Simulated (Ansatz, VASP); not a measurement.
## WSe in VASP and in Ansatz

```
W Se
1.0
     3.28097    0.00000    0.00000
     0.00000    3.28097    0.00000
     0.00000    0.00000    3.28097
W Se
1 1
Cartesian
  0.0000 0.0000 0.0000
  1.6405 1.6405 1.6405
```

Alike in both runs: functional r2SCAN; k mesh 6 × 6 × 6; occupations gaussian, width 0.1 eV; collinear spin; Hubbard terms W d U = 6.2 eV.

Ansatz relaxed the structure, and its values are those at the end. VASP's run is a single point on that final structure, the one shown.

|  | VASP | Ansatz |
| --- | --- | --- |
| version | VASP 6.6.1 | Ansatz 0.2.0 |
| potentials or method | VASP PAW PBE potentials, release 64 (W_sv, Se), cutoff 520 eV | scalar-relativistic, plane waves, PAW |
| valence electrons in the cell | 20 | 30 |

```csv
,VASP,Ansatz,Ansatz less VASP
gap on the k mesh at the Fermi level (eV),none,none,-
pressure (GPa),-0.5,0.1,+0.52
net moment per atom (μB),1.03,1.05,+0.023
size of the moment on the site where the two differ most (μB),0.23,0.39,+0.161
```

VASP's potentials were made for PBE, not for r2SCAN. Site moments also hang on the region over which each program counts them. The programs project onto different local orbitals, so the same U acts differently, and such runs can settle in different states. A gap of «none» marks a metal or a gap that the smearing closes. VASP's potentials hold 20 valence electrons a cell and Ansatz's 30, so a difference there can come from the potentials and not from the codes. Ansatz's warnings: filled band counts differ across k points.

Spin-orbit coupling is off throughout.
